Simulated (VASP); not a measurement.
Runs of VASP 6.6.1 on Mn. The structure is that of space group Im-3m (No. 229), or close to it. The cells are those of the table. This isn't the form of Mn at room conditions, which is a 58-atom cubic cell.

| task | spin | cell | k mesh | cutoff (eV) | gap on the mesh (eV) | pressure (GPa) | moment (μB) |
| --- | --- | --- | --- | --- | --- | --- | --- |
| relaxation of cell and atoms | collinear, antiferromagnetic start | relaxed from a = 2.864 Å, 2 atoms | 11 × 11 × 11 | 600 | none | 0.0 | 0.00 |
| single point | collinear, antiferromagnetic start | a = 2.950 Å, 2 atoms | 17 × 17 × 17 | 520 | none | 0.3 | 0.00 |
| single point | collinear, antiferromagnetic start | a = 2.950 Å, 2 atoms | 11 × 11 × 11 | 520 | none | 0.1 | 0.00 |
| single point | collinear, ferrimagnetic start | a = 3.027 Å, 2 atoms | 12 × 12 × 12 | 520 | none | (a) | 2.03 |

Alike in all rows: level BLYP; potentials or basis VASP PAW PBE potentials, release 64 (Mn_pv); smearing fermi-dirac 0.05 eV.

Question: Fill in the values left out.

Answer: (a) -11.4.

Caveats: the PAW data sets were made with another functional, which shifts forces and pressure a little; the antiferromagnetic order is the one typed at the start, and another may lie lower (at least some runs); the cell stands under tension (at least some runs).

A gap of «none» marks levels without a gap at the run's occupations.
